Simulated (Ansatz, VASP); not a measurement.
## ZnCd3S4: VASP beside Ansatz

```
Zn Cd S
1.0
     5.75955    0.00000    0.00000
     0.00000    5.75955    0.00000
     0.00000    0.00000    5.75955
Zn Cd S
1 3 4
Direct
  0.00000 0.00000 0.00000
  0.00000 0.50000 0.50000
  0.50000 0.50000 0.00000
  0.50000 0.00000 0.50000
  0.76361 0.76361 0.23639
  0.76361 0.23639 0.76361
  0.23639 0.76361 0.76361
  0.23639 0.23639 0.23639
```

Alike in both runs: task single point; functional LDA; k mesh 4 × 4 × 4; no spin polarisation.

|  | VASP | Ansatz |
| --- | --- | --- |
| version | VASP 6.6.1 | Ansatz 0.2.0 |
| potentials or method | VASP PAW LDA potentials, release 64 (Zn, Cd, S), cutoff 520 eV | plane waves, PAW |
| occupations | gaussian, width 0.01 eV | fixed |
| valence electrons in the cell | 72 | 96 |

|  | VASP | Ansatz | Ansatz less VASP |
| --- | --- | --- | --- |
| gap on the k mesh at the Fermi level (eV) | 1.03 | 1.00 | -0.029 |

LDA's correlation is that of Perdew and Zunger in VASP and of Perdew and Wang (1992) in Ansatz. VASP's potentials hold 72 valence electrons a cell and Ansatz's 96, so a difference there can come from the potentials and not from the codes.
